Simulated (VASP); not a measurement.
# SnO (P6_3/mmc) in VASP: notebook, part 2 of 2

VASP 6.6.1. The steps go on from the part before.

**4. Single point, r2SCAN**

This run uses another cell than the first one, of 19.11 Å³/atom, 0.968 times its volume.

POSCAR

```
SnO
1.0
    4.1254992580      0.0000000000      0.0000000000
   -2.0627496290      3.5727871607      0.0000000000
    0.0000000000      0.0000000000      5.1854030836
Sn O
2 2
Direct
    0.3333333333      0.6666666667      0.2500000000
    0.6666666667      0.3333333333      0.7500000000
    0.6666666667      0.3333333333      0.2500000000
    0.3333333333      0.6666666667      0.7500000000
```

INCAR.step1

```
ALGO = Normal ; EDIFF = 1E-4
ENCUT = 520 ; GGA = PE
ISMEAR = 0 ; LASPH = T
LCHARG = F ; LREAL = F
LWAVE = T ; NBANDS = 28
NELM = 80 ; PREC = Accurate
SIGMA = 0.01
```

INCAR.step2

```
ALGO = Normal ; EDIFF = 1E-7
ENCUT = 520 ; ISIF = 2
ISMEAR = 0 ; ISTART = 1
LASPH = T ; LCHARG = F
LMIXTAU = T ; LREAL = F
LWAVE = F ; METAGGA = R2SCAN
NBANDS = 28 ; NELM = 80
PREC = Accurate ; SIGMA = 0.01
```

KPOINTS

```
k-points
0
Gamma
  12 12 6
```

Potentials or basis: VASP PAW PBE potentials, release 64 (Sn_d, O).

Launch:

```console
cat potpaw_PBE.64/Sn_d/POTCAR potpaw_PBE.64/O/POTCAR > POTCAR
cp INCAR.step1 INCAR
mpirun -np 1 vasp_std > vasp.out
cp INCAR.step2 INCAR
mpirun -np 1 vasp_std > vasp.out
```

OUTCAR:

```text
EDIFF = 1E-7
   ENCUT = 520
   ISIF = 2
   ISMEAR = 0
   ISTART = 1
   LASPH = T
   LREAL = F
   METAGGA = R2SCAN
   NELM = 80
   PREC = Accurate

 ion  position               nearest neighbor table
   1  0.333  0.667  0.250-   3 2.38   3 2.38   3 2.38   4 2.59   4 2.59   2 3.52   2 3.52   2 3.52
                             2 3.52   2 3.52   2 3.52
   2  0.667  0.333  0.750-   4 2.38   4 2.38   4 2.38   3 2.59   3 2.59   1 3.52   1 3.52   1 3.52
                             1 3.52   1 3.52   1 3.52
   3  0.667  0.333  0.250-   1 2.38   1 2.38   1 2.38   2 2.59   2 2.59
[... 950 lines left out ...]
  --------------------------------------------------------------------------------------
  -------------------------------------------------------------------------------------
  Total        0.1937480      0.1937480      0.0728438      0.0000000      0.0000000     -0.0000000
  in kB        4.0614545      4.0614545      1.5269920      0.0000000      0.0000000     -0.0000000
  external PRESSURE =       3.2166337 kB  Pullay stress =       0.0000000 kB

 VOLUME and BASIS-vectors are now :
 -----------------------------------------------------------------------------
  energy-cutoff  :      520.00
  volume of cell :       76.43
      direct lattice vectors                 reciprocal lattice vectors
     4.125499258  0.000000000  0.000000000     0.242394905  0.139946764  0.000000000
    -2.062749629  3.572787161  0.000000000     0.000000000  0.279893527  0.000000000
     0.000000000  0.000000000  5.185403084     0.000000000  0.000000000  0.192849039

 POSITION                                       TOTAL-FORCE (eV/Angst)
 -----------------------------------------------------------------------------------
     -0.00000      2.38186      1.29635         0.000000     -0.000000      0.000000
      2.06275      1.19093      3.88905         0.000000      0.000000      0.000000
      2.06275      1.19093      1.29635        -0.000000      0.000000      0.000000
     -0.00000      2.38186      3.88905         0.000000      0.000000      0.000000
 -----------------------------------------------------------------------------------
    total drift:                                0.000000     -0.000000      0.000000

  FREE ENERGIE OF THE ION-ELECTRON SYSTEM (eV)
  ---------------------------------------------------
  free  energy   TOTEN  =       -64.4190025250 eV

  energy  without entropy=      -64.4190025250  energy(sigma->0) =      -64.41900253
```

OUTCAR.step1:

```text
EDIFF = 1E-4
   ENCUT = 520
   GGA = PE
   ISMEAR = 0
[... 978 lines left out ...]
     -0.00000      2.38186      1.29635        -0.000000     -0.000000      0.000000
      2.06275      1.19093      3.88905         0.000000      0.000000      0.000000
      2.06275      1.19093      1.29635        -0.000000      0.000000      0.000000
     -0.00000      2.38186      3.88905        -0.000000     -0.000000      0.000000
 -----------------------------------------------------------------------------------
    total drift:                                0.000000     -0.000000      0.000000

  FREE ENERGIE OF THE ION-ELECTRON SYSTEM (eV)
  ---------------------------------------------------
  free  energy   TOTEN  =       -20.9145820447 eV

  energy  without entropy=      -20.9145820447  energy(sigma->0) =      -20.91458204
```

It took 3.6 min on 1 thread of Intel Xeon 6975P-C (Granite Rapids), shared host; peak memory 0.29 GiB.

Results:

```yaml
Free_energy: -64.4190 eV
Pressure: 0.3 GPa
Band_gap_on_the_k_mesh: 0.57 eV, direct
```

Caveat: the PAW data sets were made with another functional, which shifts forces and pressure a little; spin-orbit coupling is left out, which moves the levels of the heavy elements.

**5. Relaxation of cell and atoms, r2SCAN**

POSCAR

```
SnO
1.0
    4.1745673716      0.0000000000      0.0000000000
   -2.0872836858      3.6152813936      0.0000000000
    0.0000000000      0.0000000000      5.2308963472
Sn O
2 2
Direct
    0.3333333333      0.6666666667      0.2500000000
    0.6666666667      0.3333333333      0.7500000000
    0.6666666667      0.3333333333      0.2500000000
    0.3333333333      0.6666666667      0.7500000000
```

INCAR.step1

```
ALGO = Normal
EDIFF = 1E-4
ENCUT = 600
GGA = PE
ISMEAR = -1
LASPH = True
LCHARG = False
LREAL = False
LWAVE = True
NELM = 80
PREC = Accurate
SIGMA = 0.02
```

INCAR.step2

```
ALGO = Normal
EDIFF = 1E-6
EDIFFG = -0.005
ENCUT = 600
IBRION = 2
ISIF = 3
ISMEAR = -1
ISTART = 1
LASPH = True
LCHARG = False
LMIXTAU = True
LREAL = False
LWAVE = False
METAGGA = R2SCAN
NELM = 80
NSW = 80
PREC = Accurate
SIGMA = 0.02
```

KPOINTS

```
k-points
0
Gamma
  6 6 4
```

Potentials or basis: VASP PAW PBE potentials, release 64 (Sn_d, O).

Launch:

```console
cat potpaw_PBE.64/Sn_d/POTCAR potpaw_PBE.64/O/POTCAR > POTCAR
cp INCAR.step1 INCAR
mpirun -np 1 vasp_std > vasp.out
cp INCAR.step2 INCAR
mpirun -np 1 vasp_std > vasp.out
```

OUTCAR:

```text
EDIFF = 1E-6
   EDIFFG = -0.005
   ENCUT = 600
   IBRION = 2
   ISIF = 3
   ISMEAR = -1
   ISTART = 1
   LASPH = True
   LREAL = False
   METAGGA = R2SCAN
   NELM = 80
   NSW = 80
   PREC = Accurate

 ion  position               nearest neighbor table
   1  0.333  0.667  0.250-   3 2.41   3 2.41   3 2.41   4 2.62   4 2.62   2 3.56   2 3.56   2 3.56
                             2 3.56   2 3.56   2 3.56
   2  0.667  0.333  0.750-   4 2.41   4 2.41   4 2.41   3 2.62   3 2.62   1 3.56   1 3.56   1 3.56
                             1 3.56   1 3.56   1 3.56
   3  0.667  0.333  0.250-   1 2.41   1 2.41   1 2.41   2 2.62   2 2.62
   4  0.333  0.667  0.750-   2 2.41   2 2.41   2 2.41   1 2.62   1 2.62

  LATTYP: Found a hexagonal cell.
 ALAT       =     4.1745673716
 C/A-ratio  =     1.2530391491
[... 191 lines left out ...]
  -------------------------------------------------------------------------------------
  Total       -1.1779407     -1.1779407     -1.0794265      0.0000000      0.0000000      0.0000000
  in kB      -23.9058576    -23.9058576    -21.9065485      0.0000000      0.0000000      0.0000000
  external PRESSURE =     -23.2394212 kB  Pullay stress =       0.0000000 kB
[... 63 lines left out ...]
--------------------------------------- Ionic step        3  -------------------------------------------

 number of electron      39.9999988 magnetization

 Free energy of the ion-electron system (eV)
  ---------------------------------------------------
  ext. energy  EPLUGINS =         0.00000000
  ---------------------------------------------------
  free energy    TOTEN  =       -64.42753839 eV

  energy without entropy =      -64.42753838  energy(sigma->0) =      -64.42753838

 E-fermi :   6.8772     XC(G=0): -10.4656

 val. band max:        6.5873847171   @ k =   0.3333   0.3333   0.5000
 cond. band min:       7.1669954557   @ k =   0.3333   0.3333   0.5000
 fundamental gap:      0.5796107387
 Fermi energy:         6.8771798988

 k-point     1 :       0.0000    0.0000    0.0000
  band No.  band energies     occupation
      1     -16.3347      2.00000
      2     -16.1012      2.00000
      3     -16.1012      2.00000
      4     -16.0483      2.00000
      5     -16.0483      2.00000
      6     -16.0446      2.00000
[... 587 lines left out ...]
  FREE ENERGIE OF THE ION-ELECTRON SYSTEM (eV)
  ---------------------------------------------------
  free  energy   TOTEN  =       -64.4275383932 eV

  energy  without entropy=      -64.4275383757  energy(sigma->0) =      -64.42753838

 reached required accuracy - stopping structural energy minimisation
```

OUTCAR.step1:

```text
EDIFF = 1E-4
   ENCUT = 600
   GGA = PE
   ISMEAR = -1
   LASPH = True
   LREAL = False
[... 793 lines left out ...]
      2.08728      1.20509      3.92317        -0.000000      0.000000      0.000000
      2.08728      1.20509      1.30772        -0.000000      0.000000      0.000000
     -0.00000      2.41019      3.92317        -0.000000     -0.000000      0.000000
 -----------------------------------------------------------------------------------
    total drift:                                0.000000     -0.000000      0.000000

  FREE ENERGIE OF THE ION-ELECTRON SYSTEM (eV)
  ---------------------------------------------------
  free  energy   TOTEN  =       -20.9364215283 eV

  energy  without entropy=      -20.9364213479  energy(sigma->0) =      -20.93642144
```

OSZICAR.step1:

```text
N       E                     dE             d eps       ncg     rms          rms(c)
DAV:   1     0.430104031199E+03    0.43010E+03   -0.22757E+04  1024   0.266E+03
DAV:   2     0.436938848051E+02   -0.38641E+03   -0.37951E+03  1072   0.606E+02
DAV:   3    -0.222521485940E+02   -0.65946E+02   -0.65082E+02  1296   0.204E+02
DAV:   4    -0.250373414601E+02   -0.27852E+01   -0.27830E+01  1040   0.474E+01
DAV:   5    -0.251385266001E+02   -0.10119E+00   -0.10116E+00  1376   0.856E+00    0.120E+01
DAV:   6    -0.214092417017E+02    0.37293E+01   -0.31442E+01  1680   0.610E+01    0.708E+00
DAV:   7    -0.209715235474E+02    0.43772E+00   -0.52569E+00  1144   0.129E+01    0.231E+00
DAV:   8    -0.209490744209E+02    0.22449E-01   -0.45649E-01  1104   0.448E+00    0.740E-01
DAV:   9    -0.209355545735E+02    0.13520E-01   -0.88520E-02  1736   0.199E+00    0.270E-01
DAV:  10    -0.209388073314E+02   -0.32528E-02   -0.41845E-02  1360   0.128E+00    0.347E-01
DAV:  11    -0.209363032010E+02    0.25041E-02   -0.14165E-02  1352   0.718E-01    0.150E-02
DAV:  12    -0.209364101242E+02   -0.10692E-03   -0.80126E-04  1048   0.173E-01    0.250E-02
DAV:  13    -0.209364215283E+02   -0.11404E-04   -0.31685E-05   704   0.528E-02
   1 F= -.20936422E+02 E0= -.20936421E+02  d E =-.180390E-06
```

Wall time 11 min (1 thread of Oxide Virtual Turin-like, shared host); peak memory 0.23 GiB.

Results:

```
Free energy                            : -64.4275 eV
Relaxed volume                         : 19.15 Å³/atom
Relaxed cell                           : a = 4.132 Å, b = 4.132 Å, c = 5.182 Å, α = 90.00°, β = 90.00°, γ = 120.00°
Space group after relaxing (to 0.05 Å) : P6_3/mmc (No. 194)
Energy gained by relaxing              : 4.4 meV/atom
Ionic steps                            : 3
Pressure after relaxing                : 0.0 GPa
Band gap on the k mesh                 : 0.58 eV, direct
```

Step by step:
```tsv
step	energy change (eV)	largest force (eV/Å)	pressure (GPa)	volume (Å³)
1	0.0000	0.0000	-2.32	78.95
2	-0.0148	0.0000	0.97	75.72
3	-0.0174	0.0000	0.00	76.60
```

Final structure:
```
Sn O
1.0
     4.13162    0.00000    0.00000
    -2.06581    3.57809    0.00000
     0.00000    0.00000    5.18159
Sn O
2 2
Direct
  0.33333 0.66667 0.25000
  0.66667 0.33333 0.75000
  0.66667 0.33333 0.25000
  0.33333 0.66667 0.75000
```

Caveat: the PAW data sets were made with another functional, which shifts forces and pressure a little; spin-orbit coupling is left out, which moves the levels of the heavy elements. A k mesh can miss the band edges.

**6. Overview**

| task | level | cell | k mesh | cutoff (eV) | smearing | gap on the mesh (eV) | pressure (GPa) | relaxed volume (Å³/atom) |
| --- | --- | --- | --- | --- | --- | --- | --- | --- |
| single point | PBE | a = 4.175, b = 4.175, c = 5.231 Å, angles 90.0, 90.0, 120.0°, 4 atoms | 12 × 12 × 6 | 520 | fermi-dirac 0.02 eV | 0.48 | 0.0 | - |
| relaxation of cell and atoms | PBE | relaxed from a = 3.317, b = 3.317, c = 4.146 Å, angles 90.0, 90.0, 120.0°, 4 atoms | 12 × 12 × 6 | 600 | fermi-dirac 0.02 eV | 0.39 | 0.0 | 18.90 |
| single point | r2SCAN | a = 4.125, b = 4.125, c = 5.185 Å, angles 90.0, 90.0, 120.0°, 4 atoms | 12 × 12 × 6 | 520 | gaussian 0.01 eV | 0.57 | 0.3 | - |
| relaxation of cell and atoms | r2SCAN | relaxed from a = 4.175, b = 4.175, c = 5.231 Å, angles 90.0, 90.0, 120.0°, 4 atoms | 6 × 6 × 4 | 600 | fermi-dirac 0.02 eV | 0.58 | 0.0 | 19.15 |

Alike in all rows: potentials or basis VASP PAW PBE potentials, release 64 (Sn_d, O); no spin polarisation.

Caveats: spin-orbit coupling is left out, which moves the levels of the heavy elements; the PAW data sets were made with another functional, which shifts forces and pressure a little (some runs); the volume moved by over 15 % at a fixed basis, so the end points are rough (some runs).

Absolute energies hang on the potentials; compare differences alone.
